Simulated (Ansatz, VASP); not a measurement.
One calculation of BN, two programs

Contents of POSCAR:

```
BN
1.0
    0.0000000000      1.8123485119      1.8123485119
    1.8123485119      0.0000000000      1.8123485119
    1.8123485119      1.8123485119      0.0000000000
B N
1 1
Direct
    0.0000000000      0.0000000000      0.0000000000
    0.7500000000      0.7500000000      0.7500000000
```

Contents of INCAR.step1:

```
SYSTEM = BN
ALGO = Normal ; EDIFF = 1E-5
ENCUT = 1460 ; GGA = PE
GGA_COMPAT = .False. ; ISMEAR = 0
LASPH = .True. ; LCHARG = .False.
LREAL = .False. ; LWAVE = .True.
NBANDS = 11 ; NELM = 120
PREC = Accurate ; SIGMA = 0.02
```

Contents of INCAR.step2:

```
SYSTEM = BN
ALGO = Normal ; EDIFF = 1E-6
ENCUT = 1460 ; GGA_COMPAT = .False.
ISIF = 2 ; ISMEAR = 0
ISTART = 1 ; LASPH = .True.
LCHARG = .False. ; LMIXTAU = .True.
LREAL = .False. ; LWAVE = .False.
METAGGA = R2SCAN ; NBANDS = 11
NELM = 120 ; PREC = Accurate
SIGMA = 0.02
```

Contents of KPOINTS:

```
k-points
0
Gamma
  12 12 12
  0 0 0
```

Input for Ansatz:

```yaml
crystal:
  lattice:
    - [0.0, 1.8123485119, 1.8123485119]
    - [1.8123485119, 0.0, 1.8123485119]
    - [1.8123485119, 1.8123485119, 0.0]
  atoms:
    - { symbol: B, position: [0.0, 0.0, 0.0] }
    - { symbol: "N", position: [0.75, 0.75, 0.75] }
basis:
  ecutwfc: 500
kpoints:
  mp_grid: { grid: [12, 12, 12] }
  band_path:
    path:
      - [[0.0, 0.0, 0.0], [-0.5, -0.5, 0.0], [-0.375, -0.375, 0.25]]
      - [[-0.375, 0.0, 0.375], [0.0, 0.0, 0.0], [0.0, 0.0, 0.5], [-0.5, -0.25, 0.25], [-0.5, -0.5, 0.0]]
    npoints: 14
hamiltonian:
  xc: r2scan
scf:
  occupations: { method: gaussian, width: 0.02 }
  n_extra_bands: 6
output:
  forces: true
  stress: true
  eigenvalues: true
  populations: true
  dos: { projected: true, de: 0.02, nscf_kmesh: { grid: [18, 18, 18] } }
  bader: true
```

Alike in both runs: task single point; functional r2SCAN; k mesh 12 × 12 × 12; occupations gaussian, width 0.02 eV; no spin polarisation.

|  | VASP | Ansatz |
| --- | --- | --- |
| version | VASP 6.6.1 | Ansatz 0.2.0 |
| potentials or method | VASP PAW PBE potentials, release 64 (B_h, N_h), cutoff 1460 eV | scalar-relativistic, plane waves, PAW |
| valence electrons in the cell | 8 | 8 |

```csv
,VASP,Ansatz,Ansatz less VASP
gap on the k mesh at the Fermi level (eV),4.98,4.99,+0.005
least direct gap on the mesh (eV),9.51,9.52,+0.015
pressure (GPa),-5.2,-4.8,+0.45
```

VASP's potentials were made for PBE, not for r2SCAN.
